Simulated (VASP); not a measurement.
Wanted: the native input for a VASP 6.6.1 run.

```yaml
Task: single point
Functional: revPBE
Dispersion: D4
Potentials_or_basis: VASP PAW PBE potentials, release 64 (Sn_d, O)
Cutoff: 600 eV
k_mesh: 7 × 7 × 6
Occupations: fermi-dirac, width 0.05 eV
Spin: no spin polarisation
Dipole_correction: no
Further_INCAR_settings: ALGO = Normal; EDIFF = 1e-06; NBANDS = 28
```

The structure of SnO lies in POSCAR:

```
SnO
1.0
    3.8136952200      0.0000000000      0.0000000000
    0.0000000000      3.8136952200      0.0000000000
    0.0000000000      0.0000000000      4.8869133000
Sn O
2 2
Direct
    0.5000000000      0.0000000000      0.7646261400
    0.0000000000      0.5000000000      0.2353738600
    0.0000000000      0.0000000000      0.0000000000
    0.5000000000      0.5000000000      0.0000000000
```

These files were run (other wordings do the same):

INCAR

```
PREC = Accurate
ENCUT = 600
EDIFF = 1E-6
ISMEAR = -1
SIGMA = 0.05
LREAL = F
LASPH = T
NELM = 120
ALGO = Normal
ISIF = 2
LWAVE = F
LCHARG = F
GGA = RE
IVDW = 13
NBANDS = 28
GGA_COMPAT = F
```

KPOINTS

```
Automatic mesh
0
Gamma
  7 7 6
```

Potentials or basis: VASP PAW PBE potentials, release 64 (Sn_d, O).

Run with:

```console
$ cat potpaw_PBE.64/Sn_d/POTCAR potpaw_PBE.64/O/POTCAR > POTCAR
$ mpirun -np 1 vasp_std > vasp.out
```

Results of the run:

```yaml
Pressure: 1.8 GPa
Largest_force: 0.624 eV/Å
Band_gap_on_the_k_mesh: 0.38 eV (least direct gap 2.06 eV)
Dispersion_energy_per_atom: -0.466 eV
```

Caveat: the PAW data sets were made with another functional, which shifts forces and pressure a little; spin-orbit coupling is left out, which moves the levels of the heavy elements; an odd mesh through Γ misses points on the zone boundary, where band edges can lie.

Wall time 2.1 min on 1 thread of Intel Xeon 8259CL, with other jobs on the host, peak memory 0.23 GiB.
